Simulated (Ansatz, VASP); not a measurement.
**One calculation of Rh, two programs**

```
CELL_PARAMETERS angstrom
0.00000 1.90299 1.90299
1.90299 0.00000 1.90299
1.90299 1.90299 0.00000
ATOMIC_POSITIONS crystal
Rh 0.00000 0.00000 0.00000
```

Alike in both runs: task electric field gradients; functional LDA; k mesh 18 × 18 × 18; occupations fermi-dirac, width 0.05 eV; no spin polarisation.

```csv
,VASP,Ansatz
version,VASP 6.6.1,Ansatz 0.2.0
potentials or method,"VASP PAW LDA potentials, release 64 (Rh_pv)","PAW with Ansatz's default frozen-core files, scalar-relativistic"
plane-wave cutoff (eV),520,420
valence electrons in the cell,15,17
```

|  | VASP | Ansatz | Ansatz less VASP |
| --- | --- | --- | --- |
| pressure (GPa) | -11.0 | -11.8 | -0.82 |

LDA's correlation is that of Perdew and Zunger in VASP and of Perdew and Wang (1992) in Ansatz. VASP's potentials hold 15 valence electrons a cell and Ansatz's 17, so a difference there can come from the potentials and not from the codes.
